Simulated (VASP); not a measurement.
# Re (P6_3/mmc) in VASP: electric field gradients with LDA

Aim: the electric field gradients of Re with LDA.

Everything below comes from runs of VASP 6.6.1. Logs are shortened: lines on timing, memory, paths and dates and some standing lists are left out, and cuts for length are marked.

## 1. The cell of the first run

It takes space group P6_3/mmc (No. 194, hexagonal). Conventional cell: a = 2.654 Å, b = 2.654 Å, c = 4.244 Å, α = 90.00°, β = 90.00°, γ = 120.00°. Within 3.5 Å of Re (site symmetry -6m2) lie 12 Re at 2.62 to 2.65 Å.

## 2. Electric field gradients, LDA (12.94 Å³/atom)

File INCAR:

```
ALGO = Normal ; EDIFF = 1E-8
ENCUT = 410 ; GGA_COMPAT = F
ISIF = 2 ; ISMEAR = -1
LASPH = T ; LCHARG = F
LEFG = T ; LREAL = F
LWAVE = F ; NBANDS = 22
NELM = 120 ; PREC = Accurate
SIGMA = 0.05
```

File KPOINTS:

```
k-points
0
Gamma
  14 14 8
```

File POSCAR:

```
Re
1.0
    2.6539513089      0.0000000000      0.0000000000
   -1.3269756545      2.2983892539      0.0000000000
    0.0000000000      0.0000000000      4.2436285669
Re
2
Direct
    0.3333333333      0.6666666667      0.2500000000
    0.6666666667      0.3333333333      0.7500000000
```

Potentials or basis: VASP PAW LDA potentials, release 64 (Re_sv_GW).

On the command line:

```bash
$ cat potpaw_LDA.64/Re_sv_GW/POTCAR > POTCAR
$ mpirun -np 1 vasp_std > vasp.out
```

OUTCAR:

```text
EDIFF = 1E-8
   ENCUT = 410
   ISIF = 2
   ISMEAR = -1
   LASPH = T
   LREAL = F
   NELM = 120
   PREC = Accurate

 ion  position               nearest neighbor table
   1  0.333  0.667  0.250-   2 2.62   2 2.62   2 2.62   2 2.62   2 2.62   2 2.62
   2  0.667  0.333  0.750-   1 2.62   1 2.62   1 2.62   1 2.62   1 2.62   1 2.62

  LATTYP: Found a hexagonal cell.
 ALAT       =     2.6539513089
 C/A-ratio  =     1.5989850879

  Lattice vectors:

 A1 = (   2.6539513089,   0.0000000000,   0.0000000000)
 A2 = (  -1.3269756545,   2.2983892539,   0.0000000000)
 A3 = (   0.0000000000,   0.0000000000,   4.2436285669)

Analysis of symmetry for initial positions (statically):
=====================================================================
 Subroutine PRICEL returns:
 Original cell was already a primitive cell.

 Routine SETGRP: Setting up the symmetry group for a
 hexagonal supercell.

 Subroutine GETGRP returns: Found 24 space group operations
 (whereof 12 operations were pure point group operations)
 out of a pool of 24 trial point group operations.

The static configuration has the point symmetry D_3d.
 The point group associated with its full space group is D_6h.

Analysis of symmetry for dynamics (positions and initial velocities):
=====================================================================
 Subroutine PRICEL returns:
 Original cell was already a primitive cell.

 Routine SETGRP: Setting up the symmetry group for a
 hexagonal supercell.

 Subroutine GETGRP returns: Found 24 space group operations
 (whereof 12 operations were pure point group operations)
 out of a pool of 24 trial point group operations.

The dynamic configuration has the point symmetry D_3d.
 The point group associated with its full space group is D_6h.

 Subroutine INISYM returns: Found 24 space group operations
 (whereof 12 operations are pure point group operations),
 and found     1 'primitive' translations

----------------------------------------------------------------------------------------

                                     Primitive cell

  volume of cell :      25.8853

  direct lattice vectors                    reciprocal lattice vectors
     2.653951309  0.000000000  0.000000000     0.376796664  0.217543655  0.000000000
    -1.326975654  2.298389254  0.000000000     0.000000000  0.435087311  0.000000000
     0.000000000  0.000000000  4.243628567     0.000000000  0.000000000  0.235647391

  length of vectors
     2.653951309  2.653951309  4.243628567     0.435087311  0.435087311  0.235647391

  position of ions in fractional coordinates (direct lattice)
     0.333333333  0.666666667  0.250000000
     0.666666667  0.333333333  0.750000000

  ion indices of the primitive-cell ions
   primitive index   ion index
                 1           1
                 2           2

----------------------------------------------------------------------------------------

 KPOINTS: k-points

Automatic generation of k-mesh.
 Grid dimensions read from file:
 generate k-points for:   14   14    8

 Generating k-lattice:

  Cartesian coordinates                     Fractional coordinates (reciprocal lattice)
     0.026914047  0.015538833  0.000000000     0.071428571  0.000000000  0.000000000
     0.000000000  0.031077665  0.000000000     0.000000000  0.071428571  0.000000000
     0.000000000  0.000000000  0.029455924     0.000000000  0.000000000  0.125000000

  Length of vectors
     0.031077665  0.031077665  0.029455924

  Shift w.r.t. Gamma in fractional coordinates (k-lattice)
     0.000000000  0.000000000  0.000000000

 Subroutine IBZKPT returns following result:
 ===========================================

 Found    120 irreducible k-points:

 Following reciprocal coordinates:
            Coordinates               Weight
  0.000000  0.000000  0.000000      1.000000
  0.071429  0.000000  0.000000      6.000000
  0.142857  0.000000  0.000000      6.000000
  0.214286  0.000000  0.000000      6.000000
  0.285714  0.000000  0.000000      6.000000
  0.357143  0.000000  0.000000      6.000000
[... 16 lines left out ...]
  0.285714  0.285714  0.000000      6.000000
  0.357143  0.285714  0.000000      6.000000
 [... further k-points ...]
   k-points           NKPTS =    120   k-points in BZ     NKDIM =    120   number of bands    NBANDS=     22
   number of dos      NEDOS =    301   number of ions     NIONS =      2
   total plane-waves  NPLWV =   9072
   dimension x,y,z NGX =    18 NGY =   18 NGZ =   28
   dimension x,y,z NGXF=    36 NGYF=   36 NGZF=   56
   ions per type =               2
   NGX,Y,Z   is equivalent  to a cutoff of  11.28, 11.28, 10.97 a.u.
   NGXF,Y,Z  is equivalent  to a cutoff of  22.55, 22.55, 21.94 a.u.
 SYSTEM =  unknown system
   PREC   = accura    normal or accurate (medium, high low for compatibility)
   ISTART =      0    job   : 0-new  1-cont  2-samecut
   ICHARG =      2    charge: 1-file 2-atom 10-const
   ISPIN  =      1    spin polarized calculation?
   LNONCOLLINEAR =      F non collinear calculations
   LSORBIT =      F    spin-orbit coupling
   LASPH  =      T    aspherical Exc in radial PAW
   ENCUT  =  410.0 eV  30.13 Ry    5.49 a.u.   4.38  4.38  7.01*2*pi/ulx,y,z
   NELM   =    120;   NELMIN=  2; NELMDL= -5     # of ELM steps
   EDIFF  = 0.1E-07   stopping-criterion for ELM
   LREAL  =      F    real-space projection
   EDIFFG = 0.1E-06   stopping-criterion for IOM
   NSW    =      0    number of steps for IOM
   IBRION =     -1    ionic relax: 0-MD 1-quasi-New 2-CG
   NFREE  =      0    steps in history (QN), initial steepest desc. (CG)
   ISIF   =      2    stress and relaxation
   ISYM   =      2    0-nonsym 1-usesym 2-fastsym
   POTIM  = 0.5000    time-step for ionic-motion
   TEBEG  =    0.0;   TEEND  =   0.0 temperature during run
   PSTRESS=    0.0 pullay stress
   NELECT =      30.0000    total number of electrons
   NUPDOWN=      -1.0000    fix difference up-down
   EMIN   =  10.00;   EMAX   =-10.00  energy-range for DOS
   EFERMI =   0.00;   METHOD = LEGACY
   ISMEAR =    -1;   SIGMA  =   0.05  broadening in eV -4-tet -1-fermi 0-gaus
   EFERMI_NEDOS =   21; number of points for ismear=-14 and -15
   IALGO  =     38    algorithm
   IMIX   =      4    mixing-type and parameters
     AMIX     =   0.40;   BMIX     =  1.00
     AMIX_MAG =   1.60;   BMIX_MAG =  1.00
  volume/ion in A,a.u.               =      12.94        87.34
  Fermi-wavevector in a.u.,A,eV,Ry     =   1.719613  3.249597 40.233345  2.957067
  Thomas-Fermi vector in A             =   2.796206
   LORBIT       =      0    0 simple, 1 ext, 2 COOP (PROOUT), +10 PAW based schemes
   GGA     = CA    functional components
   LHFCALC =     F    Hartree Fock is set to
   AEXX    =    0.0000 exact exchange contribution
   IVDW    =     0    specifies the selected vdW correction
   LEPSILON=     F    determine dielectric tensor
   LRPA    =     F    only Hartree local field effects (RPA)
 non-spin polarized calculation
  energy-cutoff  :      410.00
  volume of cell :       25.89
 maximum number of plane-waves:       513
 NGX is ok and might be reduce to    18
   NGX =  9   NGY =  9   NGZ = 15

 number of electron      29.9999994 magnetization

 Free energy of the ion-electron system (eV)
  ---------------------------------------------------
  ext. energy  EPLUGINS =         0.00000000
  ---------------------------------------------------
  free energy    TOTEN  =       -30.30125984 eV

  energy without entropy =      -30.28969466  energy(sigma->0) =      -30.29547725

 E-fermi :  15.0832     XC(G=0): -15.1965

 val. band max:       15.0727267207   @ k =   0.1429   0.0714   0.0000
 cond. band min:      15.0852598512   @ k =   0.4286   0.1429   0.2500
 fundamental gap:      0.0125331305
 Fermi energy:        15.0831734178

 k-point     1 :       0.0000    0.0000    0.0000
  band No.  band energies     occupation
      1     -64.2471      2.00000
      2     -64.0147      2.00000
      3     -27.4269      2.00000
      4     -25.7994      2.00000
      5     -25.7994      2.00000
      6     -25.5218      2.00000
[... 14 lines left out ...]
     21      26.8677      0.00000
     22      28.6083      0.00000

 k-point     2 :       0.0714    0.0000    0.0000
  band No.  band energies     occupation
      1     -64.2381      2.00000
      2     -64.0109      2.00000
      3     -27.3969      2.00000
      4     -25.8698      2.00000
      5     -25.8223      2.00000
      6     -25.5951      2.00000
[... 14 lines left out ...]
     21      26.9431      0.00000
     22      29.1681      0.00000

 k-point     3 :       0.1429    0.0000    0.0000
  band No.  band energies     occupation
      1     -64.2128      2.00000
      2     -64.0005      2.00000
      3     -27.3098      2.00000
      4     -26.0665      2.00000
      5     -25.8845      2.00000
      6     -25.7963      2.00000
[... 14 lines left out ...]
     21      26.9555      0.00000
     22      30.6805      0.00000

 k-point     4 :       0.2143    0.0000    0.0000
  band No.  band energies     occupation
      1     -64.1750      2.00000
      2     -63.9866      2.00000
      3     -27.1739      2.00000
      4     -26.3481      2.00000
      5     -26.0743      2.00000
      6     -25.9708      2.00000
[... 14 lines left out ...]
     21      26.6505      0.00000
     22      31.6274      0.00000

 k-point     5 :       0.2857    0.0000    0.0000
  band No.  band energies     occupation
      1     -64.1307      2.00000
      2     -63.9732      2.00000
      3     -27.0036      2.00000
      4     -26.6559      2.00000
      5     -26.3683      2.00000
      6     -26.0625      2.00000
[... 417 lines left out ...]
 k-point    22 :       0.3571    0.2143    0.0000
  band No.  band energies     occupation
      1     -64.0155      2.00000
      2     -63.9671      2.00000
      3     -27.0089      2.00000
      4     -26.7130      2.00000
      5     -26.4784      2.00000
      6     -26.4590      2.00000
[... 14 lines left out ...]
     21      25.2537      0.00000
     22      28.9988      0.00000

 k-point    23 :       0.2857    0.2857    0.0000
  band No.  band energies     occupation
      1     -64.0114      2.00000
      2     -63.9683      2.00000
      3     -26.9348      2.00000
      4     -26.7196      2.00000
      5     -26.4907      2.00000
      6     -26.4348      2.00000
[... 14 lines left out ...]
     21      25.0334      0.00000
     22      29.6228      0.00000

 k-point    24 :       0.3571    0.2857    0.0000
  band No.  band energies     occupation
      1     -63.9953      2.00000
      2     -63.9763      2.00000
      3     -26.9368      2.00000
      4     -26.6316      2.00000
      5     -26.6151      2.00000
      6     -26.3279      2.00000
[... 14 lines left out ...]
     21      24.7429      0.00000
     22      31.1656      0.00000

 [... further k-points ...]
[... 5 lines left out ...]
  --------------------------------------------------------------------------------------
  -------------------------------------------------------------------------------------
  Total        8.1441393      8.1441393      9.0999644     -0.0000000      0.0000000     -0.0000000
  in kB      504.0827964    504.0827964    563.2437465     -0.0000000      0.0000000     -0.0000000
  external PRESSURE =     523.8031131 kB  Pullay stress =       0.0000000 kB

 VOLUME and BASIS-vectors are now :
 -----------------------------------------------------------------------------
  energy-cutoff  :      410.00
  volume of cell :       25.89
      direct lattice vectors                 reciprocal lattice vectors
     2.653951309  0.000000000  0.000000000     0.376796664  0.217543655  0.000000000
    -1.326975654  2.298389254  0.000000000     0.000000000  0.435087311  0.000000000
     0.000000000  0.000000000  4.243628567     0.000000000  0.000000000  0.235647391

 POSITION                                       TOTAL-FORCE (eV/Angst)
 -----------------------------------------------------------------------------------
     -0.00000      1.53226      1.06091        -0.000000      0.000000      0.000000
      1.32698      0.76613      3.18272         0.000000     -0.000000      0.000000
 -----------------------------------------------------------------------------------
    total drift:                               -0.000000      0.000000     -0.000000

  FREE ENERGIE OF THE ION-ELECTRON SYSTEM (eV)
  ---------------------------------------------------
  free  energy   TOTEN  =       -30.3012598356 eV

  energy  without entropy=      -30.2896946601  energy(sigma->0) =      -30.29547725

 Electric field gradients (V/A^2)
---------------------------------------------------------------------
 ion       V_xx      V_yy      V_zz      V_xy      V_xz      V_yz
---------------------------------------------------------------------
   1      44.341    44.340   -88.681    -0.001     0.000    -0.000
   2      44.341    44.340   -88.681    -0.001    -0.000     0.000
---------------------------------------------------------------------

 Electric field gradients after diagonalization (V/A^2)
 (convention: |V_zz| > |V_xx| > |V_yy|)
----------------------------------------------------------------------
 ion       V_xx      V_yy      V_zz     asymmetry (V_yy - V_xx)/ V_zz
----------------------------------------------------------------------
   1      44.342    44.340   -88.681       0.000
   2      44.342    44.340   -88.681       0.000
----------------------------------------------------------------------

           NMR quadrupolar parameters

 Cq : quadrupolar parameter    Cq=e*Q*V_zz/h
 eta: asymmetry parameters     (V_yy - V_xx)/ V_zz
 Q  : nuclear electric quadrupole moment in mb (millibarn)
----------------------------------------------------------------------
 ion       Cq(MHz)       eta       Q (mb)
----------------------------------------------------------------------
   1      -0.214       0.000       1.000
   2      -0.214       0.000       1.000
----------------------------------------------------------------------
```

Run time: 49 s. Hardware: 1 thread of Intel Xeon Platinum 8259CL at 2.50GHz (Skylake/Cascade Lake), shared host; peak memory 0.15 GiB.

What came out:

```yaml
Free_energy: -30.3013 eV
Pressure: 52.4 GPa
Band_gap_on_the_k_mesh: zero (bands 15 and 16 overlap by 3.94 eV)
Largest_electric_field_gradient_by_atom: Re -88.7 V/Å²
```

Stress tensor (GPa, compression positive):
```
50.41  0.00  0.00
 0.00 50.41  0.00
 0.00  0.00 56.32
```

Electric field gradients, principal values (V/Å²):
```tsv
atom	least	middle	greatest (by size)
1 Re	44.340	44.342	-88.681
2 Re	44.340	44.342	-88.681
```

Caveat: the stress differs along the axes, from 50 to 56 GPa; without QUAD_EFG the Cq values of the log hold for a quadrupole moment of 1 mb, not for the nuclei; spin-orbit coupling is left out, which moves the levels of the heavy elements.
